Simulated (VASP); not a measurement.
# MgO (P6_3mc) in VASP: single point with LDA

Aim: the single point of MgO with LDA.

All numbers are computed with VASP 6.6.1; they aren't measurements. Logs are shortened: lines on timing, memory, paths and dates and some standing lists are left out, and cuts for length are marked.

## (1) The cell of the first run

Symmetry: P6_3mc, No. 186, hexagonal system. The conventional cell has a = 3.308 Å, b = 3.308 Å, c = 4.983 Å, α = 90.00°, β = 90.00°, γ = 120.00°. Within 2.6 Å of Mg (site symmetry 3m) lie 4 O at 1.97 to 1.99 Å. O (site symmetry 3m) has 4 Mg at 1.97 to 1.99 Å within 2.6 Å.

## (2) Single point, LDA

INCAR

```
SYSTEM = MgO
PREC = Accurate
ENCUT = 600
EDIFF = 1E-6
ISMEAR = 0
SIGMA = 0.01
LREAL = .False.
LASPH = .True.
NELM = 120
ALGO = Normal
ISIF = 2
LWAVE = .False.
LCHARG = .True.
GGA = CA
LELF = .True.
LVHAR = .True.
NBANDS = 16
GGA_COMPAT = .False.
```

KPOINTS

```
Automatic mesh
0
Gamma
  4 4 2
  0 0 0
```

POSCAR

```
MgO
1.0
    3.3077870000      0.0000000000      0.0000000000
   -1.6538935000      2.8646275723      0.0000000000
    0.0000000000      0.0000000000      4.9828820000
Mg O
2 2
Direct
    0.3333333333      0.6666666667      0.0021600000
    0.6666666667      0.3333333333      0.5021600000
    0.3333333333      0.6666666667      0.4024400000
    0.6666666667      0.3333333333      0.9024400000
```

Potentials or basis: VASP PAW LDA potentials, release 64 (Mg, O).

Launch:

```console
$ cat potpaw_LDA.64/Mg/POTCAR potpaw_LDA.64/O/POTCAR > POTCAR
$ mpirun -np 1 vasp_std > vasp.out
```

OUTCAR:

```text
SYSTEM = MgO
   PREC = Accurate
   ENCUT = 600
   EDIFF = 1E-6
   ISMEAR = 0
   LREAL = .False.
   LASPH = .True.
   NELM = 120
   ISIF = 2
   GGA = CA

 ion  position               nearest neighbor table
   1  0.333  0.667  0.002-   4 1.97   4 1.97   4 1.97   3 1.99   2 3.14   2 3.14   2 3.14   2 3.14
                             2 3.14   2 3.14
   2  0.667  0.333  0.502-   3 1.97   3 1.97   3 1.97   4 1.99   1 3.14   1 3.14   1 3.14   1 3.14
                             1 3.14   1 3.14
   3  0.333  0.667  0.402-   2 1.97   2 1.97   2 1.97   1 1.99
   4  0.667  0.333  0.902-   1 1.97   1 1.97   1 1.97   2 1.99

  LATTYP: Found a hexagonal cell.
 ALAT       =     3.3077870000
 C/A-ratio  =     1.5064095723

  Lattice vectors:

 A1 = (   3.3077870000,   0.0000000000,   0.0000000000)
 A2 = (  -1.6538935000,   2.8646275723,   0.0000000000)
 A3 = (   0.0000000000,   0.0000000000,   4.9828820000)

Analysis of symmetry for initial positions (statically):
=====================================================================
 Subroutine PRICEL returns:
 Original cell was already a primitive cell.

 Routine SETGRP: Setting up the symmetry group for a
 hexagonal supercell.

 Subroutine GETGRP returns: Found 12 space group operations
 (whereof  6 operations were pure point group operations)
 out of a pool of 24 trial point group operations.

The static configuration has the point symmetry C_3v.
 The point group associated with its full space group is C_6v.

Analysis of symmetry for dynamics (positions and initial velocities):
=====================================================================
 Subroutine PRICEL returns:
 Original cell was already a primitive cell.

 Routine SETGRP: Setting up the symmetry group for a
 hexagonal supercell.

 Subroutine GETGRP returns: Found 12 space group operations
 (whereof  6 operations were pure point group operations)
 out of a pool of 24 trial point group operations.

The dynamic configuration has the point symmetry C_3v.
 The point group associated with its full space group is C_6v.

 Subroutine INISYM returns: Found 12 space group operations
 (whereof  6 operations are pure point group operations),
 and found     1 'primitive' translations

----------------------------------------------------------------------------------------

                                     Primitive cell

  volume of cell :      47.2157

  direct lattice vectors                    reciprocal lattice vectors
     3.307787000  0.000000000  0.000000000     0.302316927  0.174542759  0.000000000
    -1.653893500  2.864627572  0.000000000     0.000000000  0.349085518  0.000000000
     0.000000000  0.000000000  4.982882000     0.000000000  0.000000000  0.200687072

  length of vectors
     3.307787000  3.307787000  4.982882000     0.349085518  0.349085518  0.200687072

  position of ions in fractional coordinates (direct lattice)
     0.333333333  0.666666667  0.002160000
     0.666666667  0.333333333  0.502160000
     0.333333333  0.666666667  0.402440000
     0.666666667  0.333333333  0.902440000

  ion indices of the primitive-cell ions
   primitive index   ion index
                 1           1
                 2           2
                 3           3
                 4           4

----------------------------------------------------------------------------------------

 KPOINTS: Automatic mesh

Automatic generation of k-mesh.
 Grid dimensions read from file:
 generate k-points for:    4    4    2

 Generating k-lattice:

  Cartesian coordinates                     Fractional coordinates (reciprocal lattice)
     0.075579232  0.043635690  0.000000000     0.250000000 -0.000000000  0.000000000
     0.000000000  0.087271380  0.000000000     0.000000000  0.250000000  0.000000000
     0.000000000  0.000000000  0.100343536     0.000000000  0.000000000  0.500000000

  Length of vectors
     0.087271380  0.087271380  0.100343536

  Shift w.r.t. Gamma in fractional coordinates (k-lattice)
     0.000000000  0.000000000  0.000000000

 Subroutine IBZKPT returns following result:
 ===========================================

 Found      8 irreducible k-points:

 Following reciprocal coordinates:
            Coordinates               Weight
  0.000000  0.000000  0.000000      1.000000
  0.250000  0.000000  0.000000      6.000000
  0.500000  0.000000  0.000000      3.000000
  0.250000  0.250000  0.000000      6.000000
  0.000000  0.000000  0.500000      1.000000
  0.250000  0.000000  0.500000      6.000000
  0.500000  0.000000  0.500000      3.000000
  0.250000  0.250000  0.500000      6.000000
   k-points           NKPTS =      8   k-points in BZ     NKDIM =      8   number of bands    NBANDS=     16
   number of dos      NEDOS =    301   number of ions     NIONS =      4
   total plane-waves  NPLWV =  31360
   dimension x,y,z NGX =    28 NGY =   28 NGZ =   40
   dimension x,y,z NGXF=    56 NGYF=   56 NGZF=   80
   ions per type =               2   2
   NGX,Y,Z   is equivalent  to a cutoff of  14.07, 14.07, 13.35 a.u.
   NGXF,Y,Z  is equivalent  to a cutoff of  28.15, 28.15, 26.69 a.u.
 SYSTEM =  MgO
   PREC   = accura    normal or accurate (medium, high low for compatibility)
   ISTART =      0    job   : 0-new  1-cont  2-samecut
   ICHARG =      2    charge: 1-file 2-atom 10-const
   ISPIN  =      1    spin polarized calculation?
   LNONCOLLINEAR =      F non collinear calculations
   LSORBIT =      F    spin-orbit coupling
   LASPH  =      T    aspherical Exc in radial PAW
   ENCUT  =  600.0 eV  44.10 Ry    6.64 a.u.   6.61  6.61  9.95*2*pi/ulx,y,z
   NELM   =    120;   NELMIN=  2; NELMDL= -5     # of ELM steps
   EDIFF  = 0.1E-05   stopping-criterion for ELM
   LREAL  =      F    real-space projection
   EDIFFG = 0.1E-04   stopping-criterion for IOM
   NSW    =      0    number of steps for IOM
   IBRION =     -1    ionic relax: 0-MD 1-quasi-New 2-CG
   NFREE  =      0    steps in history (QN), initial steepest desc. (CG)
   ISIF   =      2    stress and relaxation
   ISYM   =      2    0-nonsym 1-usesym 2-fastsym
   POTIM  = 0.5000    time-step for ionic-motion
   TEBEG  =    0.0;   TEEND  =   0.0 temperature during run
   PSTRESS=    0.0 pullay stress
   NELECT =      16.0000    total number of electrons
   NUPDOWN=      -1.0000    fix difference up-down
   EMIN   =  10.00;   EMAX   =-10.00  energy-range for DOS
   EFERMI =   0.00;   METHOD = LEGACY
   ISMEAR =     0;   SIGMA  =   0.01  broadening in eV -4-tet -1-fermi 0-gaus
   EFERMI_NEDOS =   21; number of points for ismear=-14 and -15
   IALGO  =     38    algorithm
   IMIX   =      4    mixing-type and parameters
     AMIX     =   0.40;   BMIX     =  1.00
     AMIX_MAG =   1.60;   BMIX_MAG =  1.00
  volume/ion in A,a.u.               =      11.80        79.66
  Fermi-wavevector in a.u.,A,eV,Ry     =   1.141351  2.156841 17.724080  1.302683
  Thomas-Fermi vector in A             =   2.278052
   LORBIT       =      0    0 simple, 1 ext, 2 COOP (PROOUT), +10 PAW based schemes
   GGA     = CA    functional components
   LHFCALC =     F    Hartree Fock is set to
   AEXX    =    0.0000 exact exchange contribution
   IVDW    =     0    specifies the selected vdW correction
   LEPSILON=     F    determine dielectric tensor
   LRPA    =     F    only Hartree local field effects (RPA)
 non-spin polarized calculation
 Gauss-broadening in eV      SIGMA  =   0.01
  energy-cutoff  :      600.00
  volume of cell :       47.22
 maximum number of plane-waves:      1585
 NGX is ok and might be reduce to    28
   NGX = 13   NGY = 13   NGZ = 19

 number of electron      15.9999997 magnetization

 Free energy of the ion-electron system (eV)
  ---------------------------------------------------
  ext. energy  EPLUGINS =         0.00000000
  ---------------------------------------------------
  free energy    TOTEN  =       -26.22809900 eV

  energy without entropy =      -26.22809900  energy(sigma->0) =      -26.22809900

 E-fermi :   0.9301     XC(G=0): -10.2696

 val. band max:        0.8274611388   @ k =   0.0000   0.0000   0.0000
 cond. band min:       4.1823168791   @ k =   0.0000   0.0000   0.0000
 fundamental gap:      3.3548557403
 Fermi energy:         0.9300949266

 k-point     1 :       0.0000    0.0000    0.0000
  band No.  band energies     occupation
      1     -15.1549      2.00000
      2     -14.2954      2.00000
      3      -2.5255      2.00000
      4       0.0263      2.00000
      5       0.0263      2.00000
      6       0.3747      2.00000
[... 8 lines left out ...]
     15      16.9562      0.00000
     16      16.9562      0.00000

 k-point     2 :       0.2500    0.0000    0.0000
  band No.  band energies     occupation
      1     -14.8611      2.00000
      2     -14.2145      2.00000
      3      -1.9515      2.00000
      4      -1.3004      2.00000
      5      -0.7073      2.00000
      6      -0.2787      2.00000
[... 8 lines left out ...]
     15      15.3746      0.00000
     16      15.8819      0.00000

 k-point     3 :       0.5000    0.0000    0.0000
  band No.  band energies     occupation
      1     -14.4713      2.00000
      2     -14.2089      2.00000
      3      -2.3542      2.00000
      4      -1.4200      2.00000
      5      -0.9718      2.00000
      6      -0.5155      2.00000
[... 8 lines left out ...]
     15      14.6156      0.00000
     16      16.4788      0.00000

 k-point     4 :       0.2500    0.2500    0.0000
  band No.  band energies     occupation
      1     -14.4849      2.00000
      2     -14.1982      2.00000
      3      -1.9816      2.00000
      4      -1.3522      2.00000
      5      -1.0034      2.00000
      6      -0.7467      2.00000
[... 8 lines left out ...]
     15      14.4106      0.00000
     16      16.6360      0.00000

 k-point     5 :       0.0000    0.0000    0.5000
  band No.  band energies     occupation
      1     -14.7434      2.00000
      2     -14.7434      2.00000
      3      -1.2394      2.00000
      4      -1.2394      2.00000
      5       0.1965      2.00000
      6       0.1965      2.00000
[... 8 lines left out ...]
     15      15.1115      0.00000
     16      15.1115      0.00000

 k-point     6 :       0.2500    0.0000    0.5000
  band No.  band energies     occupation
      1     -14.5428      2.00000
      2     -14.5428      2.00000
      3      -1.7607      2.00000
      4      -1.7607      2.00000
      5       0.0032      2.00000
      6       0.0032      2.00000
[... 8 lines left out ...]
     15      15.5420      0.00000
     16      15.5420      0.00000

 k-point     7 :       0.5000    0.0000    0.5000
  band No.  band energies     occupation
      1     -14.3307      2.00000
      2     -14.3307      2.00000
      3      -2.3929      2.00000
      4      -2.3929      2.00000
      5      -0.1339      2.00000
      6      -0.1339      2.00000
[... 8 lines left out ...]
     15      15.6492      0.00000
     16      15.6492      0.00000

 k-point     8 :       0.2500    0.2500    0.5000
  band No.  band energies     occupation
      1     -14.3329      2.00000
      2     -14.3329      2.00000
      3      -2.0576      2.00000
      4      -2.0576      2.00000
      5      -0.8497      2.00000
      6      -0.8497      2.00000
[... 8 lines left out ...]
     15      16.1490      0.00000
     16      16.1490      0.00000

------------------------ aborting loop because EDIFF is reached ----------------------------------------

  FORCE on cell =-STRESS in cart. coord.  units (eV):
  Direction    XX          YY          ZZ          XY          YZ          ZX
  --------------------------------------------------------------------------------------
  -------------------------------------------------------------------------------------
  Total       -1.7135558     -1.7135558     -1.5305861      0.0000000      0.0000000     -0.0000000
  in kB      -58.1463594    -58.1463594    -51.9376193      0.0000000      0.0000000     -0.0000000
  external PRESSURE =     -56.0767794 kB  Pullay stress =       0.0000000 kB

 VOLUME and BASIS-vectors are now :
 -----------------------------------------------------------------------------
  energy-cutoff  :      600.00
  volume of cell :       47.22
      direct lattice vectors                 reciprocal lattice vectors
     3.307787000  0.000000000  0.000000000     0.302316927  0.174542759  0.000000000
    -1.653893500  2.864627572  0.000000000     0.000000000  0.349085518  0.000000000
     0.000000000  0.000000000  4.982882000     0.000000000  0.000000000  0.200687072

 POSITION                                       TOTAL-FORCE (eV/Angst)
 -----------------------------------------------------------------------------------
     -0.00000      1.90975      0.01076        -0.000000      0.000000      0.049236
      1.65389      0.95488      2.50220        -0.000000      0.000000      0.049236
     -0.00000      1.90975      2.00531         0.000000      0.000000     -0.049236
      1.65389      0.95488      4.49675        -0.000000     -0.000000     -0.049236
 -----------------------------------------------------------------------------------
    total drift:                               -0.000000     -0.000000      0.001577

  FREE ENERGIE OF THE ION-ELECTRON SYSTEM (eV)
  ---------------------------------------------------
  free  energy   TOTEN  =       -26.2280989991 eV

  energy  without entropy=      -26.2280989991  energy(sigma->0) =      -26.22809900
```

Run time: 16 s. Hardware: 1 thread of Intel Xeon 8259CL, shared host; peak memory 0.15 GiB.

Results:

```yaml
Free_energy: -26.2281 eV
Pressure: -5.6 GPa
Largest_force: 0.049 eV/Å
Band_gap_on_the_k_mesh: 3.35 eV, direct
```

Forces in eV/Å, atoms in the order of the input:
```
Mg   0.000  0.000  0.049
Mg   0.000  0.000  0.049
O    0.000  0.000 -0.049
O    0.000  0.000 -0.049
```

Levels at points of the mesh, in eV from the valence-band top:
```tsv
k point	band 6	band 7	band 8	band 9	band 10	band 11
(0.00, 0.00, 0.00)	-0.45	-0.45	0.00	3.35	8.31	10.16
(0.50, 0.00, 0.00)	-1.34	-0.85	-0.53	7.58	7.88	9.04
(0.00, 0.00, 0.50)	-0.63	-0.63	-0.63	5.86	5.86	12.96
(0.50, 0.00, 0.50)	-0.96	-0.74	-0.74	7.18	7.18	10.60
```

Caveat: the k points lie up to 0.63 Å⁻¹ apart. As with any semilocal functional, this LDA gap is likely too small.
